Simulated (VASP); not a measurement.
# Ti (Fm-3m) in VASP: a series of runs

Runs on Ti. Level: r2SCAN. Tasks: single point.

Everything below comes from runs of VASP 6.6.1. Logs are shortened: lines on timing, memory, paths and dates and some standing lists are left out, and cuts for length are marked.

### Step 1. The cell of the first run

It takes space group Fm-3m (No. 225, cubic). Conventional cell: a = 4.113 Å, b = 4.113 Å, c = 4.113 Å, α = 90.00°, β = 90.00°, γ = 90.00°. Within 3.8 Å of Ti (site symmetry m-3m) lie 12 Ti at 2.91 Å.

This isn't the form of Ti at room conditions, which is hcp.

### Step 2. Single point, r2SCAN

Contents of POSCAR:

```
Ti
1.0
    0.0000000000      2.0567135898      2.0567135898
    2.0567135898      0.0000000000      2.0567135898
    2.0567135898      2.0567135898      0.0000000000
Ti
1
Direct
    0.0000000000      0.0000000000      0.0000000000
```

Contents of INCAR.step1:

```
SYSTEM = Ti
PREC = Accurate
ENCUT = 520
ISMEAR = 0
SIGMA = 0.05
LREAL = .FALSE.
LASPH = .TRUE.
NELM = 100
NBANDS = 12
GGA = PE
ALGO = Normal
EDIFF = 1E-4
LWAVE = .TRUE.
LCHARG = .FALSE.
```

Contents of INCAR.step2:

```
SYSTEM = Ti
PREC = Accurate
ENCUT = 520
EDIFF = 1E-6
ISMEAR = 0
SIGMA = 0.05
LREAL = .FALSE.
LASPH = .TRUE.
NELM = 100
ALGO = Normal
ISIF = 2
LWAVE = .FALSE.
LCHARG = .TRUE.
METAGGA = R2SCAN
LMIXTAU = .TRUE.
LELF = .TRUE.
LVHAR = .TRUE.
NBANDS = 12
ISTART = 1
```

Contents of KPOINTS:

```
Automatic mesh
0
G
  12 12 12
  0 0 0
```

Potentials or basis: VASP PAW PBE potentials, release 64 (Ti_sv).

Run with:

```
$ cat potpaw_PBE.64/Ti_sv/POTCAR > POTCAR
$ cp INCAR.step1 INCAR
$ mpirun -np 1 vasp_std > vasp.out
$ cp INCAR.step2 INCAR
$ mpirun -np 1 vasp_std > vasp.out
```

OUTCAR:

```text
SYSTEM = Ti
   PREC = Accurate
   ENCUT = 520
   EDIFF = 1E-6
   ISMEAR = 0
   LREAL = .FALSE.
   LASPH = .TRUE.
   NELM = 100
   ISIF = 2
   METAGGA = R2SCAN
   ISTART = 1

 ion  position               nearest neighbor table
   1  0.000  0.000  0.000-

  LATTYP: Found a face centered cubic cell.
 ALAT       =     4.1134271796

  Lattice vectors:

 A1 = (   0.0000000000,   2.0567135898,   2.0567135898)
 A2 = (   2.0567135898,   0.0000000000,   2.0567135898)
 A3 = (   2.0567135898,   2.0567135898,   0.0000000000)

Analysis of symmetry for initial positions (statically):
=====================================================================
 Subroutine PRICEL returns:
 Original cell was already a primitive cell.

 Routine SETGRP: Setting up the symmetry group for a
 face centered cubic supercell.

 Subroutine GETGRP returns: Found 48 space group operations
 (whereof 48 operations were pure point group operations)
 out of a pool of 48 trial point group operations.

The static configuration has the point symmetry O_h .

Analysis of symmetry for dynamics (positions and initial velocities):
=====================================================================
 Subroutine PRICEL returns:
 Original cell was already a primitive cell.

 Routine SETGRP: Setting up the symmetry group for a
 face centered cubic supercell.

 Subroutine GETGRP returns: Found 48 space group operations
 (whereof 48 operations were pure point group operations)
 out of a pool of 48 trial point group operations.

The dynamic configuration has the point symmetry O_h .

 Subroutine INISYM returns: Found 48 space group operations
 (whereof 48 operations are pure point group operations),
 and found     1 'primitive' translations

----------------------------------------------------------------------------------------

                                     Primitive cell

  volume of cell :      17.4001

  direct lattice vectors                    reciprocal lattice vectors
     0.000000000  2.056713590  2.056713590    -0.243106285  0.243106285  0.243106285
     2.056713590  0.000000000  2.056713590     0.243106285 -0.243106285  0.243106285
     2.056713590  2.056713590  0.000000000     0.243106285  0.243106285 -0.243106285

  length of vectors
     2.908632253  2.908632253  2.908632253     0.421072437  0.421072437  0.421072437

  position of ions in fractional coordinates (direct lattice)
     0.000000000  0.000000000  0.000000000

  ion indices of the primitive-cell ions
   primitive index   ion index
                 1           1

----------------------------------------------------------------------------------------

 KPOINTS: Automatic mesh

Automatic generation of k-mesh.
 Grid dimensions read from file:
 generate k-points for:   12   12   12

 Generating k-lattice:

  Cartesian coordinates                     Fractional coordinates (reciprocal lattice)
    -0.020258857  0.020258857  0.020258857     0.083333333  0.000000000  0.000000000
     0.020258857 -0.020258857  0.020258857     0.000000000  0.083333333  0.000000000
     0.020258857  0.020258857 -0.020258857     0.000000000  0.000000000  0.083333333

  Length of vectors
     0.035089370  0.035089370  0.035089370

  Shift w.r.t. Gamma in fractional coordinates (k-lattice)
     0.000000000  0.000000000  0.000000000

 Subroutine IBZKPT returns following result:
 ===========================================

 Found     72 irreducible k-points:

 Following reciprocal coordinates:
            Coordinates               Weight
  0.000000  0.000000  0.000000      1.000000
  0.083333  0.000000  0.000000      8.000000
  0.166667  0.000000  0.000000      8.000000
  0.250000  0.000000  0.000000      8.000000
  0.333333  0.000000  0.000000      8.000000
  0.416667  0.000000  0.000000      8.000000
[... 16 lines left out ...]
  0.500000  0.166667  0.000000     24.000000
 -0.416667  0.166667  0.000000     24.000000
 [... further k-points ...]
   k-points           NKPTS =     72   k-points in BZ     NKDIM =     72   number of bands    NBANDS=     12
   number of dos      NEDOS =    301   number of ions     NIONS =      1
   total plane-waves  NPLWV =  13824
   dimension x,y,z NGX =    24 NGY =   24 NGZ =   24
   dimension x,y,z NGXF=    48 NGYF=   48 NGZF=   48
   ions per type =               1
   NGX,Y,Z   is equivalent  to a cutoff of  13.72, 13.72, 13.72 a.u.
   NGXF,Y,Z  is equivalent  to a cutoff of  27.43, 27.43, 27.43 a.u.
 SYSTEM =  Ti
   PREC   = accura    normal or accurate (medium, high low for compatibility)
   ISTART =      1    job   : 0-new  1-cont  2-samecut
   ICHARG =      0    charge: 1-file 2-atom 10-const
   ISPIN  =      1    spin polarized calculation?
   LNONCOLLINEAR =      F non collinear calculations
   LSORBIT =      F    spin-orbit coupling
   LASPH  =      T    aspherical Exc in radial PAW
   ENCUT  =  520.0 eV  38.22 Ry    6.18 a.u.   5.41  5.41  5.41*2*pi/ulx,y,z
   NELM   =    100;   NELMIN=  2; NELMDL=  0     # of ELM steps
   EDIFF  = 0.1E-05   stopping-criterion for ELM
   LREAL  =      F    real-space projection
   EDIFFG = 0.1E-04   stopping-criterion for IOM
   NSW    =      0    number of steps for IOM
   IBRION =     -1    ionic relax: 0-MD 1-quasi-New 2-CG
   NFREE  =      0    steps in history (QN), initial steepest desc. (CG)
   ISIF   =      2    stress and relaxation
   ISYM   =      2    0-nonsym 1-usesym 2-fastsym
   POTIM  = 0.5000    time-step for ionic-motion
   TEBEG  =    0.0;   TEEND  =   0.0 temperature during run
   PSTRESS=    0.0 pullay stress
   NELECT =      12.0000    total number of electrons
   NUPDOWN=      -1.0000    fix difference up-down
   EMIN   =  10.00;   EMAX   =-10.00  energy-range for DOS
   EFERMI =   0.00;   METHOD = LEGACY
   ISMEAR =     0;   SIGMA  =   0.05  broadening in eV -4-tet -1-fermi 0-gaus
   EFERMI_NEDOS =   21; number of points for ismear=-14 and -15
   IALGO  =     38    algorithm
   IMIX   =      4    mixing-type and parameters
     AMIX     =   0.40;   BMIX     =  1.00
     AMIX_MAG =   1.60;   BMIX_MAG =  1.00
  volume/ion in A,a.u.               =      17.40       117.42
  Fermi-wavevector in a.u.,A,eV,Ry     =   1.446388  2.733277 28.463902  2.092038
  Thomas-Fermi vector in A             =   2.564462
   LORBIT       =      0    0 simple, 1 ext, 2 COOP (PROOUT), +10 PAW based schemes
   METAGGA = R2SCAN    functional components
   LHFCALC =     F    Hartree Fock is set to
   AEXX    =    0.0000 exact exchange contribution
   IVDW    =     0    specifies the selected vdW correction
   LEPSILON=     F    determine dielectric tensor
   LRPA    =     F    only Hartree local field effects (RPA)
 non-spin polarized calculation
 Gauss-broadening in eV      SIGMA  =   0.05
  energy-cutoff  :      520.00
  volume of cell :       17.40
 maximum number of plane-waves:       487
 NGX is ok and might be reduce to    24
   NGX = 11   NGY = 11   NGZ = 11

 number of electron      12.0000002 magnetization

 Free energy of the ion-electron system (eV)
  ---------------------------------------------------
  ext. energy  EPLUGINS =         0.00000000
  ---------------------------------------------------
  free energy    TOTEN  =       -12.87991103 eV

  energy without entropy =      -12.87796294  energy(sigma->0) =      -12.87893699

 E-fermi :   8.2292     XC(G=0): -12.4023

 val. band max:        8.2080872833   @ k =  -0.3333   0.4167   0.1667
 cond. band min:       8.2403424668   @ k =  -0.3333   0.3333   0.0833
 fundamental gap:      0.0322551835
 Fermi energy:         8.2292217439

 k-point     1 :       0.0000    0.0000    0.0000
  band No.  band energies     occupation
      1     -50.8319      2.00000
      2     -25.6373      2.00000
      3     -25.6373      2.00000
      4     -25.6373      2.00000
      5       1.7454      2.00000
      6       9.2127      0.00000
      7       9.2127      0.00000
      8       9.2127      0.00000
      9      11.0205      0.00000
     10      11.0205      0.00000
     11      23.9868      0.00000
     12      28.8675      0.00000

 k-point     2 :       0.0833    0.0000    0.0000
  band No.  band energies     occupation
      1     -50.8235      2.00000
      2     -25.6855      2.00000
      3     -25.6433      2.00000
      4     -25.6433      2.00000
      5       1.9774      2.00000
      6       9.0634      0.00000
      7       9.2943      0.00000
      8       9.2943      0.00000
      9      10.9673      0.00000
     10      10.9673      0.00000
     11      24.1534      0.00000
     12      27.2016      0.00000

 k-point     3 :       0.1667    0.0000    0.0000
  band No.  band energies     occupation
      1     -50.8004      2.00000
      2     -25.8156      2.00000
      3     -25.6595      2.00000
      4     -25.6595      2.00000
      5       2.6383      2.00000
      6       8.6984      0.00000
      7       9.4629      0.00000
      8       9.4629      0.00000
      9      10.8998      0.00000
     10      10.8999      0.00000
     11      23.8223      0.00000
     12      25.2809      0.00000
[... 286 lines left out ...]
 k-point    23 :       0.5000    0.1667    0.0000
  band No.  band energies     occupation
      1     -50.6940      2.00000
      2     -26.2585      2.00000
      3     -25.8282      2.00000
      4     -25.7639      2.00000
      5       6.0533      2.00000
      6       7.6567      2.00000
      7       8.7808      0.00000
      8       9.7354      0.00000
      9      12.0792      0.00000
     10      12.9397      0.00000
     11      17.0614      0.00000
     12      22.9794      0.00000

 k-point    24 :      -0.4167    0.1667    0.0000
  band No.  band energies     occupation
      1     -50.6919      2.00000
      2     -26.2645      2.00000
      3     -25.8509      2.00000
      4     -25.7499      2.00000
      5       6.1532      2.00000
      6       7.7774      2.00000
      7       8.7433      0.00000
      8       9.6722      0.00000
      9      11.8017      0.00000
     10      13.3277      0.00000
     11      16.7984      0.00000
     12      22.5663      0.00000

 [... further k-points ...]

------------------------ aborting loop because EDIFF is reached ----------------------------------------

  FORCE on cell =-STRESS in cart. coord.  units (eV):
  Direction    XX          YY          ZZ          XY          YZ          ZX
  --------------------------------------------------------------------------------------
  -------------------------------------------------------------------------------------
  Total        0.0128947      0.0128947      0.0128947     -0.0000000     -0.0000000      0.0000000
  in kB        1.1873284      1.1873284      1.1873284     -0.0000000     -0.0000000      0.0000000
  external PRESSURE =       1.1873284 kB  Pullay stress =       0.0000000 kB

 VOLUME and BASIS-vectors are now :
 -----------------------------------------------------------------------------
  energy-cutoff  :      520.00
  volume of cell :       17.40
      direct lattice vectors                 reciprocal lattice vectors
     0.000000000  2.056713590  2.056713590    -0.243106285  0.243106285  0.243106285
     2.056713590  0.000000000  2.056713590     0.243106285 -0.243106285  0.243106285
     2.056713590  2.056713590  0.000000000     0.243106285  0.243106285 -0.243106285

 POSITION                                       TOTAL-FORCE (eV/Angst)
 -----------------------------------------------------------------------------------
      0.00000      0.00000      0.00000         0.000000      0.000000      0.000000
 -----------------------------------------------------------------------------------
    total drift:                                0.000000      0.000000     -0.000000

  FREE ENERGIE OF THE ION-ELECTRON SYSTEM (eV)
  ---------------------------------------------------
  free  energy   TOTEN  =       -12.8799110299 eV

  energy  without entropy=      -12.8779629405  energy(sigma->0) =      -12.87893699
```

It took 50 s on 1 thread of Intel Xeon 8259CL, shared host; peak memory 0.15 GiB.

What came out:

```
Free energy            : -12.8799 eV
Pressure               : 0.1 GPa
Band gap on the k mesh : zero (bands 6 and 7 overlap by 1.42 eV)
```

Levels at points of the mesh, in eV from the Fermi level:
```csv
k point,band 3,band 4,band 5,band 6,band 7,band 8,band 9,band 10
"(0.00, 0.00, 0.00)",-33.87,-33.87,-6.48,0.98,0.98,0.98,2.79,2.79
"(0.50, 0.00, 0.00)",-33.95,-33.95,-2.72,0.43,0.92,0.92,3.81,3.81
"(0.50, 0.50, 0.00)",-34.11,-34.11,-2.66,-1.78,2.78,3.87,4.04,4.04
```

Caveat: the PAW data sets were made with another functional, which shifts forces and pressure a little.

### Step 3. Single point, r2SCAN

This run uses another cell than the first one, of 17.73 Å³/atom.

Contents of POSCAR:

```
Ti
1.0
    0.0000000000      2.0698140295      2.0698140295
    2.0698140295      0.0000000000      2.0698140295
    2.0698140295      2.0698140295      0.0000000000
Ti
1
Direct
    0.0000000000      0.0000000000      0.0000000000
```

Contents of INCAR.step1:

```
PREC = Accurate
ENCUT = 520
ISMEAR = 0
SIGMA = 0.05
LREAL = F
LASPH = T
NELM = 60
NBANDS = 12
GGA = PE
ALGO = Normal
EDIFF = 1E-4
LWAVE = T
LCHARG = F
```

Contents of INCAR.step2:

```
PREC = Accurate
ENCUT = 520
EDIFF = 1E-7
ISMEAR = 0
SIGMA = 0.05
LREAL = F
LASPH = T
NELM = 60
ALGO = Normal
ISIF = 2
LWAVE = F
LCHARG = T
METAGGA = R2SCAN
LMIXTAU = T
LELF = T
LVHAR = T
NBANDS = 12
ISTART = 1
```

Contents of KPOINTS:

```
Automatic mesh
0
Gamma
  12 12 12
```

Potentials or basis: VASP PAW PBE potentials, release 64 (Ti_sv).

Run with:

```
$ cat potpaw_PBE.64/Ti_sv/POTCAR > POTCAR
$ cp INCAR.step1 INCAR
$ mpirun -np 1 vasp_std > vasp.out
$ cp INCAR.step2 INCAR
$ mpirun -np 1 vasp_std > vasp.out
```

OUTCAR:

```text
PREC = Accurate
   ENCUT = 520
   EDIFF = 1E-7
   ISMEAR = 0
   LREAL = F
   LASPH = T
   NELM = 60
   ISIF = 2
   METAGGA = R2SCAN
   ISTART = 1

 ion  position               nearest neighbor table
   1  0.000  0.000  0.000-

  LATTYP: Found a face centered cubic cell.
 ALAT       =     4.1396280590

  Lattice vectors:

 A1 = (   0.0000000000,   2.0698140295,   2.0698140295)
[... 539 lines left out ...]
     10      13.0070      0.00000
     11      16.3969      0.00000
     12      22.1762      0.00000

 [... further k-points ...]

------------------------ aborting loop because EDIFF is reached ----------------------------------------

  FORCE on cell =-STRESS in cart. coord.  units (eV):
  Direction    XX          YY          ZZ          XY          YZ          ZX
  --------------------------------------------------------------------------------------
  -------------------------------------------------------------------------------------
  Total       -0.2178597     -0.2178597     -0.2178597      0.0000000     -0.0000000      0.0000000
  in kB      -19.6817428    -19.6817428    -19.6817428      0.0000000     -0.0000000      0.0000000
  external PRESSURE =     -19.6817428 kB  Pullay stress =       0.0000000 kB

 VOLUME and BASIS-vectors are now :
 -----------------------------------------------------------------------------
  energy-cutoff  :      520.00
  volume of cell :       17.73
      direct lattice vectors                 reciprocal lattice vectors
     0.000000000  2.069814029  2.069814029    -0.241567596  0.241567596  0.241567596
     2.069814029  0.000000000  2.069814029     0.241567596 -0.241567596  0.241567596
     2.069814029  2.069814029  0.000000000     0.241567596  0.241567596 -0.241567596

 POSITION                                       TOTAL-FORCE (eV/Angst)
 -----------------------------------------------------------------------------------
      0.00000      0.00000      0.00000         0.000000      0.000000      0.000000
 -----------------------------------------------------------------------------------
    total drift:                                0.000000     -0.000000     -0.000000

  FREE ENERGIE OF THE ION-ELECTRON SYSTEM (eV)
  ---------------------------------------------------
  free  energy   TOTEN  =       -12.8781652539 eV

  energy  without entropy=      -12.8759965240  energy(sigma->0) =      -12.87708089
```

Wall time 53 s (1 thread of Intel Xeon 8259CL, shared host); peak memory 0.15 GiB.

Results:

- Free energy: -12.8782 eV
- Pressure: -2.0 GPa
- Band gap on the k mesh: zero (bands 6 and 7 overlap by 1.40 eV)

Levels at points of the mesh, in eV from the Fermi level:
| k point | band 2 | band 3 | band 4 | band 5 | band 6 | band 7 | band 8 | band 9 | band 10 | band 11 |
| --- | --- | --- | --- | --- | --- | --- | --- | --- | --- | --- |
| (0.00, 0.00, 0.00) | -33.92 | -33.92 | -33.92 | -6.43 | 0.98 | 0.98 | 0.98 | 2.74 | 2.74 | 15.66 |
| (0.50, 0.00, 0.00) | -34.57 | -34.00 | -34.00 | -2.67 | 0.39 | 0.92 | 0.92 | 3.73 | 3.73 | 8.35 |
| (0.50, 0.50, 0.00) | -34.53 | -34.15 | -34.15 | -2.58 | -1.72 | 2.70 | 3.80 | 3.96 | 3.96 | 10.76 |

Caveat: the PAW data sets were made with another functional, which shifts forces and pressure a little.
